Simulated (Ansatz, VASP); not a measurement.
**Zn in VASP and in Ansatz**

The input INCAR:

```
SYSTEM = Zn
  ALGO = Normal
  EDIFF = 1E-6
  ENCUT = 500
  GGA = CA
  GGA_COMPAT = .False.
  ISIF = 2
  ISMEAR = 0
  LASPH = .True.
  LCHARG = .False.
  LREAL = .False.
  LWAVE = .False.
  NBANDS = 19
  NELM = 120
  PREC = Accurate
  SIGMA = 0.1
```

The input KPOINTS:

```
k-points
0
Gamma
  6 6 4
  0 0 0
```

POSCAR

```
Zn
1.0
    2.6143598000      0.0000000000      0.0000000000
   -1.3071799000      2.2641020000      0.0000000000
    0.0000000000      0.0000000000      4.8731610200
Zn
2
Direct
    0.3333333300      0.6666666700      0.2500000000
    0.6666666700      0.3333333300      0.7500000000
```

Input for Ansatz:

```yaml
crystal:
  lattice:
    - [2.6143598, 0.0, 0.0]
    - [-1.3071799, 2.264102, 0.0]
    - [0.0, 0.0, 4.87316102]
  atoms:
    - { symbol: Zn, position: [0.33333333, 0.66666667, 0.25] }
    - { symbol: Zn, position: [0.66666667, 0.33333333, 0.75] }
basis:
  ecutwfc: 420
kpoints:
  mp_grid: { grid: [6, 6, 4] }
hamiltonian:
  xc: lda
scf:
  occupations: { method: gaussian, width: 0.1 }
output:
  forces: true
  stress: true
  eigenvalues: true
```

Alike in both runs: task single point; functional LDA; k mesh 6 × 6 × 4; occupations gaussian, width 0.1 eV; no spin polarisation.

|  | VASP | Ansatz |
| --- | --- | --- |
| version | VASP 6.6.1 | Ansatz 0.2.0 |
| potentials or method | VASP PAW LDA potentials, release 64 (Zn), cutoff 500 eV | scalar-relativistic, plane waves, PAW |
| valence electrons in the cell | 24 | 24 |

Ansatz gave:

| Item | Value |
| --- | --- |
| gap on the k mesh at the Fermi level (eV) | none |
| pressure (GPa) | -3.9 |
| traceless stress, the component that is largest in VASP (GPa) | 3.13 |

Task: Estimate VASP's values.

Result: gap on the k mesh at the Fermi level (eV): none; pressure (GPa): -3.3; traceless stress, the component that is largest in VASP (GPa): 3.02.

LDA's correlation is that of Perdew and Zunger in VASP and of Perdew and Wang (1992) in Ansatz. A gap of «none» marks a metal or a gap that the smearing closes.

The k mesh is coarse, so the values compare programs but aren't converged.
